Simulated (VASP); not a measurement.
# Cs (P6_3/mmc) in VASP: a series of runs

The runs below take Cs through single point, with PBE.

Everything below comes from runs of VASP 6.6.1. Logs are shortened: lines on timing, memory, paths and dates and some standing lists are left out, and cuts for length are marked.

### 1 The cell of the first run

It takes space group P6_3/mmc (No. 194, hexagonal). The conventional cell has a = 5.329 Å, b = 5.329 Å, c = 17.478 Å, α = 90.00°, β = 90.00°, γ = 120.00°.

This isn't the form of Cs at room conditions, which is bcc.

### 2 Single point, PBE (107.46 Å³/atom)

INCAR

```
ALGO = Normal ; EDIFF = 1E-7
ENCUT = 520 ; GGA = PE
ISIF = 2 ; ISMEAR = -1
LASPH = T ; LCHARG = F
LREAL = F ; LWAVE = F
NBANDS = 26 ; NELM = 100
PREC = Accurate ; SIGMA = 0.1
```

KPOINTS

```
k-points
0
Gamma
  8 8 2
```

POSCAR

```
Cs
1.0
    5.3290540886      0.0000000000      0.0000000000
   -2.6645270443      4.6150962189      0.0000000000
    0.0000000000      0.0000000000     17.4777315530
Cs
4
Direct
    1.0000000000      1.0000000000      1.0000000000
    1.0000000000      1.0000000000      0.5000000000
    0.3333333333      0.6666666667      0.2500000000
    0.6666666667      0.3333333333      0.7500000000
```

Potentials or basis: VASP PAW PBE potentials, release 64 (Cs_sv).

On the command line:

```sh
> cat potpaw_PBE.64/Cs_sv/POTCAR > POTCAR
> mpirun -np 1 vasp_std > vasp.out
```

OUTCAR:

```text
EDIFF = 1E-7
   ENCUT = 520
   GGA = PE
   ISIF = 2
   ISMEAR = -1
   LASPH = T
   LREAL = F
   NELM = 100
   PREC = Accurate

 ion  position               nearest neighbor table
   1  0.000  0.000  0.000-
   2  0.000  0.000  0.500-
   3  0.333  0.667  0.250-
   4  0.667  0.333  0.750-

  LATTYP: Found a hexagonal cell.
 ALAT       =     5.3290540886
 C/A-ratio  =     3.2797061659

  Lattice vectors:

 A1 = (   5.3290540886,   0.0000000000,   0.0000000000)
 A2 = (  -2.6645270443,   4.6150962189,   0.0000000000)
 A3 = (   0.0000000000,   0.0000000000,  17.4777315530)

Analysis of symmetry for initial positions (statically):
=====================================================================
 Subroutine PRICEL returns:
 Original cell was already a primitive cell.

 Routine SETGRP: Setting up the symmetry group for a
 hexagonal supercell.

 Subroutine GETGRP returns: Found 24 space group operations
 (whereof 12 operations were pure point group operations)
 out of a pool of 24 trial point group operations.

The static configuration has the point symmetry D_3d.
 The point group associated with its full space group is D_6h.

Analysis of symmetry for dynamics (positions and initial velocities):
=====================================================================
 Subroutine PRICEL returns:
 Original cell was already a primitive cell.

 Routine SETGRP: Setting up the symmetry group for a
 hexagonal supercell.

 Subroutine GETGRP returns: Found 24 space group operations
 (whereof 12 operations were pure point group operations)
 out of a pool of 24 trial point group operations.

The dynamic configuration has the point symmetry D_3d.
 The point group associated with its full space group is D_6h.

 Subroutine INISYM returns: Found 24 space group operations
 (whereof 12 operations are pure point group operations),
 and found     1 'primitive' translations

----------------------------------------------------------------------------------------

                                     Primitive cell

  volume of cell :     429.8490

  direct lattice vectors                    reciprocal lattice vectors
     5.329054089  0.000000000  0.000000000     0.187650563  0.108340103  0.000000000
    -2.664527044  4.615096219  0.000000000     0.000000000  0.216680206  0.000000000
     0.000000000  0.000000000 17.477731553     0.000000000  0.000000000  0.057215663

  length of vectors
     5.329054089  5.329054089 17.477731553     0.216680206  0.216680206  0.057215663

  position of ions in fractional coordinates (direct lattice)
     0.000000000  0.000000000  0.000000000
     0.000000000  0.000000000  0.500000000
     0.333333333  0.666666667  0.250000000
     0.666666667  0.333333333  0.750000000

  ion indices of the primitive-cell ions
   primitive index   ion index
                 1           1
                 2           2
                 3           3
                 4           4

----------------------------------------------------------------------------------------

 KPOINTS: k-points

Automatic generation of k-mesh.
 Grid dimensions read from file:
 generate k-points for:    8    8    2

 Generating k-lattice:

  Cartesian coordinates                     Fractional coordinates (reciprocal lattice)
     0.023456320  0.013542513  0.000000000     0.125000000  0.000000000  0.000000000
     0.000000000  0.027085026  0.000000000     0.000000000  0.125000000  0.000000000
     0.000000000  0.000000000  0.028607832     0.000000000  0.000000000  0.500000000

  Length of vectors
     0.027085026  0.027085026  0.028607832

  Shift w.r.t. Gamma in fractional coordinates (k-lattice)
     0.000000000  0.000000000  0.000000000

 Subroutine IBZKPT returns following result:
 ===========================================

 Found     20 irreducible k-points:

 Following reciprocal coordinates:
            Coordinates               Weight
  0.000000  0.000000  0.000000      1.000000
  0.125000  0.000000  0.000000      6.000000
  0.250000  0.000000  0.000000      6.000000
  0.375000  0.000000  0.000000      6.000000
  0.500000  0.000000  0.000000      3.000000
  0.125000  0.125000  0.000000      6.000000
[... 12 lines left out ...]
  0.250000  0.250000  0.500000      6.000000
  0.375000  0.250000  0.500000      6.000000
   k-points           NKPTS =     20   k-points in BZ     NKDIM =     20   number of bands    NBANDS=     26
   number of dos      NEDOS =    301   number of ions     NIONS =      4
   total plane-waves  NPLWV = 224000
   dimension x,y,z NGX =    40 NGY =   40 NGZ =  140
   dimension x,y,z NGXF=    80 NGYF=   80 NGZF=  280
   ions per type =               4
   NGX,Y,Z   is equivalent  to a cutoff of  12.48, 12.48, 13.32 a.u.
   NGXF,Y,Z  is equivalent  to a cutoff of  24.96, 24.96, 26.63 a.u.
 SYSTEM =  unknown system
   PREC   = accura    normal or accurate (medium, high low for compatibility)
   ISTART =      0    job   : 0-new  1-cont  2-samecut
   ICHARG =      2    charge: 1-file 2-atom 10-const
   ISPIN  =      1    spin polarized calculation?
   LNONCOLLINEAR =      F non collinear calculations
   LSORBIT =      F    spin-orbit coupling
   LASPH  =      T    aspherical Exc in radial PAW
   ENCUT  =  520.0 eV  38.22 Ry    6.18 a.u.   9.91  9.91 32.50*2*pi/ulx,y,z
   NELM   =    100;   NELMIN=  2; NELMDL= -5     # of ELM steps
   EDIFF  = 0.1E-06   stopping-criterion for ELM
   LREAL  =      F    real-space projection
   EDIFFG = 0.1E-05   stopping-criterion for IOM
   NSW    =      0    number of steps for IOM
   IBRION =     -1    ionic relax: 0-MD 1-quasi-New 2-CG
   NFREE  =      0    steps in history (QN), initial steepest desc. (CG)
   ISIF   =      2    stress and relaxation
   ISYM   =      2    0-nonsym 1-usesym 2-fastsym
   POTIM  = 0.5000    time-step for ionic-motion
   TEBEG  =    0.0;   TEEND  =   0.0 temperature during run
   PSTRESS=    0.0 pullay stress
   NELECT =      36.0000    total number of electrons
   NUPDOWN=      -1.0000    fix difference up-down
   EMIN   =  10.00;   EMAX   =-10.00  energy-range for DOS
   EFERMI =   0.00;   METHOD = LEGACY
   ISMEAR =    -1;   SIGMA  =   0.10  broadening in eV -4-tet -1-fermi 0-gaus
   EFERMI_NEDOS =   21; number of points for ismear=-14 and -15
   IALGO  =     38    algorithm
   IMIX   =      4    mixing-type and parameters
     AMIX     =   0.40;   BMIX     =  1.00
     AMIX_MAG =   1.60;   BMIX_MAG =  1.00
  volume/ion in A,a.u.               =     107.46       725.19
  Fermi-wavevector in a.u.,A,eV,Ry     =   0.716259  1.353534  6.980164  0.513028
  Thomas-Fermi vector in A             =   1.804634
   LORBIT       =      0    0 simple, 1 ext, 2 COOP (PROOUT), +10 PAW based schemes
   GGA     = PE    functional components
   LHFCALC =     F    Hartree Fock is set to
   AEXX    =    0.0000 exact exchange contribution
   IVDW    =     0    specifies the selected vdW correction
   LEPSILON=     F    determine dielectric tensor
   LRPA    =     F    only Hartree local field effects (RPA)
 non-spin polarized calculation
  energy-cutoff  :      520.00
  volume of cell :      429.85
 maximum number of plane-waves:     11616
 NGX is ok and might be reduce to    40
   NGX = 19   NGY = 19   NGZ = 65

 number of electron      35.9999999 magnetization

 Free energy of the ion-electron system (eV)
  ---------------------------------------------------
  ext. energy  EPLUGINS =         0.00000000
  ---------------------------------------------------
  free energy    TOTEN  =        -3.46219605 eV

  energy without entropy =       -3.29561213  energy(sigma->0) =       -3.37890409

 E-fermi :   0.6190     XC(G=0):  -5.5789

 val. band max:        0.5944281333   @ k =   0.3750   0.1250   0.5000
 cond. band min:       0.6473502309   @ k =   0.2500   0.0000   0.5000
 fundamental gap:      0.0529220976
 Fermi energy:         0.6190097997

 k-point     1 :       0.0000    0.0000    0.0000
  band No.  band energies     occupation
      1     -23.1863      2.00000
      2     -23.1826      2.00000
      3     -23.1818      2.00000
      4     -23.1781      2.00000
      5     -10.0895      2.00000
      6     -10.0071      2.00000
[... 18 lines left out ...]
     25       2.9892      0.00000
     26       3.0712      0.00000

 k-point     2 :       0.1250    0.0000    0.0000
  band No.  band energies     occupation
      1     -23.1852      2.00000
      2     -23.1817      2.00000
      3     -23.1810      2.00000
      4     -23.1775      2.00000
      5     -10.0811      2.00000
      6     -10.0099      2.00000
[... 18 lines left out ...]
     25       2.7699      0.00000
     26       2.7967      0.00000

 k-point     3 :       0.2500    0.0000    0.0000
  band No.  band energies     occupation
      1     -23.1824      2.00000
      2     -23.1797      2.00000
      3     -23.1790      2.00000
      4     -23.1763      2.00000
      5     -10.0596      2.00000
      6     -10.0317      2.00000
[... 18 lines left out ...]
     25       2.3048      0.00000
     26       2.3211      0.00000

 k-point     4 :       0.3750    0.0000    0.0000
  band No.  band energies     occupation
      1     -23.1794      2.00000
      2     -23.1777      2.00000
      3     -23.1770      2.00000
      4     -23.1753      2.00000
      5     -10.0713      2.00000
      6     -10.0693      2.00000
[... 18 lines left out ...]
     25       2.1770      0.00000
     26       2.2419      0.00000
[... 380 lines left out ...]
      1     -23.1775      2.00000
      2     -23.1775      2.00000
      3     -23.1755      2.00000
      4     -23.1755      2.00000
      5     -10.0712      2.00000
      6     -10.0712      2.00000
[... 18 lines left out ...]
     25       2.1237      0.00000
     26       2.1237      0.00000

 k-point    19 :       0.2500    0.2500    0.5000
  band No.  band energies     occupation
      1     -23.1775      2.00000
      2     -23.1775      2.00000
      3     -23.1755      2.00000
      4     -23.1755      2.00000
      5     -10.0542      2.00000
      6     -10.0542      2.00000
[... 18 lines left out ...]
     25       2.1404      0.00000
     26       2.1404      0.00000

 k-point    20 :       0.3750    0.2500    0.5000
  band No.  band energies     occupation
      1     -23.1764      2.00000
      2     -23.1764      2.00000
      3     -23.1754      2.00000
      4     -23.1754      2.00000
      5     -10.0591      2.00000
      6     -10.0591      2.00000
[... 18 lines left out ...]
     25       1.9886      0.00000
     26       1.9886      0.00000

------------------------ aborting loop because EDIFF is reached ----------------------------------------

  FORCE on cell =-STRESS in cart. coord.  units (eV):
  Direction    XX          YY          ZZ          XY          YZ          ZX
  --------------------------------------------------------------------------------------
  -------------------------------------------------------------------------------------
  Total        0.5444520      0.5444520      0.4741729      0.0000000      0.0000000      0.0000000
  in kB        2.0293373      2.0293373      1.7673858      0.0000000      0.0000000      0.0000000
  external PRESSURE =       1.9420201 kB  Pullay stress =       0.0000000 kB

 VOLUME and BASIS-vectors are now :
 -----------------------------------------------------------------------------
  energy-cutoff  :      520.00
  volume of cell :      429.85
      direct lattice vectors                 reciprocal lattice vectors
     5.329054089  0.000000000  0.000000000     0.187650563  0.108340103  0.000000000
    -2.664527044  4.615096219  0.000000000     0.000000000  0.216680206  0.000000000
     0.000000000  0.000000000 17.477731553     0.000000000  0.000000000  0.057215663

 POSITION                                       TOTAL-FORCE (eV/Angst)
 -----------------------------------------------------------------------------------
      0.00000      0.00000      0.00000        -0.000000      0.000000      0.000000
      0.00000      0.00000      8.73887        -0.000000      0.000000      0.000000
     -0.00000      3.07673      4.36943         0.000000      0.000000      0.000000
      2.66453      1.53837     13.10830        -0.000000      0.000000      0.000000
 -----------------------------------------------------------------------------------
    total drift:                                0.000000      0.000000     -0.000000

  FREE ENERGIE OF THE ION-ELECTRON SYSTEM (eV)
  ---------------------------------------------------
  free  energy   TOTEN  =        -3.4621960502 eV

  energy  without entropy=       -3.2956121327  energy(sigma->0) =       -3.37890409
```

It took 2.7 min on 1 thread of Intel Xeon 6975P-C (Granite Rapids), shared host; peak memory 0.57 GiB.

Results:

| Property | Result |
| --- | --- |
| Free energy | -3.4622 eV |
| Pressure | 0.2 GPa |
| Band gap on the k mesh | zero (bands 18 and 19 overlap by 1.61 eV) |

Caveat: spin-orbit coupling is left out, which moves the levels of the heavy elements.

(Continued in part 2 of 2.)
